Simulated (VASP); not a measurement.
Write the native input for VASP 6.6.1 that does the following.

```yaml
Task: single point
Functional: LDA
Potentials_or_basis: VASP PAW LDA potentials, release 64 (La)
Cutoff: 520 eV
k_mesh: 13 × 13 × 7
Occupations: fermi-dirac, width 0.08 eV
Spin: no spin polarisation
Dipole_correction: no
Further_INCAR_settings: ALGO = Normal; EDIFF = 1e-06; NBANDS = 18
```

The structure of La lies in POSCAR:

```
La
1.0
    3.4355703864      0.0000000000      0.0000000000
   -1.7177851932      2.9752912311      0.0000000000
    0.0000000000      0.0000000000      5.7159768222
La
2
Direct
    0.3333333333      0.6666666667      0.2500000000
    0.6666666667      0.3333333333      0.7500000000
```

The input as run:

INCAR

```
PREC = Accurate
ENCUT = 520
EDIFF = 1E-6
ISMEAR = -1
SIGMA = 0.08
LREAL = F
LASPH = T
NELM = 80
ALGO = Normal
ISIF = 2
LWAVE = F
LCHARG = F
GGA = CA
NBANDS = 18
```

KPOINTS

```
Automatic mesh
0
Gamma
  13 13 7
```

Potentials or basis: VASP PAW LDA potentials, release 64 (La).

Run with:

```console
$ cat potpaw_LDA.64/La/POTCAR > POTCAR
$ mpirun -np 1 vasp_std > vasp.out
```

Results of the run:

```json
{
 "Pressure": "3.3 GPa",
 "Band gap on the k mesh": "zero (bands 11 and 12 overlap by 1.57 eV)"
}
```

Caveat: the cell stands under pressure; spin-orbit coupling is left out, which moves the levels of the heavy elements.

It took 49 s on 1 thread of Intel(R) Xeon(R) 6975P-C (Granite Rapids), with other jobs on the host, peak memory 0.22 GiB.
